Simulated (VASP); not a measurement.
Write the native input for VASP 6.6.1 that does the following.

* Task: single point
* Functional: PBE
* Potentials or basis: VASP PAW PBE potentials, release 64 (Sc_sv, In_d)
* Cutoff: 520 eV
* k mesh: 4 × 4 × 4
* Occupations: gaussian, width 0.1 eV
* Spin: no spin polarisation
* Dipole correction: no
* Further INCAR settings: ALGO = Fast; EDIFF = 1e-07; NBANDS = 40

The structure of ScIn4 lies in POSCAR:

```
ScIn4
1.0
   -3.3804126136      3.3804126136      3.3804126136
    3.3804126136     -3.3804126136      3.3804126136
    3.3804126136      3.3804126136     -3.3804126136
Sc In
1 4
Direct
    0.0000000000      0.0000000000      0.0000000000
    0.0000000000      0.0000000000      0.5000000000
    0.0000000000      0.5000000000      0.0000000000
    0.5000000000      0.0000000000      0.0000000000
    0.5000000000      0.5000000000      0.5000000000
```

The input as run:

INCAR

```
SYSTEM = ScIn4
  PREC = Accurate
  ENCUT = 520
  EDIFF = 1E-7
  ISMEAR = 0
  SIGMA = 0.1
  LREAL = .False.
  LASPH = .True.
  NELM = 80
  ALGO = Fast
  ISIF = 2
  LWAVE = .False.
  LCHARG = .False.
  GGA = PE
  NBANDS = 40
```

KPOINTS

```
Automatic mesh
0
Gamma
  4 4 4
  0 0 0
```

Potentials or basis: VASP PAW PBE potentials, release 64 (Sc_sv, In_d).

The run is started by

```sh
$ cat potpaw_PBE.64/Sc_sv/POTCAR potpaw_PBE.64/In_d/POTCAR > POTCAR
$ mpirun -np 1 vasp_std > vasp.out
```

Results of the run:

| Item | Value |
| --- | --- |
| Pressure | 0.1 GPa |

It took 120 s on 1 thread of Oxide Virtual Turin-like Processor (shared host), peak memory 0.3 GiB.
